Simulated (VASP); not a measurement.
Hg, 1 atom in the cell. It takes space group Im-3m (No. 229, cubic). The conventional cell has a = 2.828 Å, b = 2.828 Å, c = 2.828 Å, α = 90.00°, β = 90.00°, γ = 90.00°. Hg (site symmetry m-3m) has 14 Hg at 2.45 to 2.83 Å within 3.2 Å. 

- Program: VASP 6.6.1
- Task: relaxation of cell and atoms
- Functional: LDA
- Potentials or basis: VASP PAW LDA potentials, release 64 (Hg)
- Cutoff: 600 eV
- k mesh: 19 × 19 × 19
- Occupations: fermi-dirac, width 0.08 eV
- Spin: no spin polarisation
- Target pressure: 300 GPa
- Dipole correction: no
- Further INCAR settings: ALGO = Normal; EDIFF = 1e-06; IBRION = 2; EDIFFG = -0.005; NSW = 60; ISIF = 3

Potentials or basis: VASP PAW LDA potentials, release 64 (Hg).

Command:

```bash
$ cat potpaw_LDA.64/Hg/POTCAR > POTCAR
$ mpirun -np 1 vasp_std > vasp.out
```

Hardware: 1 thread of Intel(R) Xeon(R) 6975P-C (Granite Rapids) (shared host).

**Question.** How long does it take, and how much memory?

**Answer.** Wall time 26 s on 1 thread of Intel(R) Xeon(R) 6975P-C (Granite Rapids), with other jobs on the host, peak memory 0.16 GiB. Counts: scf iterations 33, k points 220, ion steps 4.
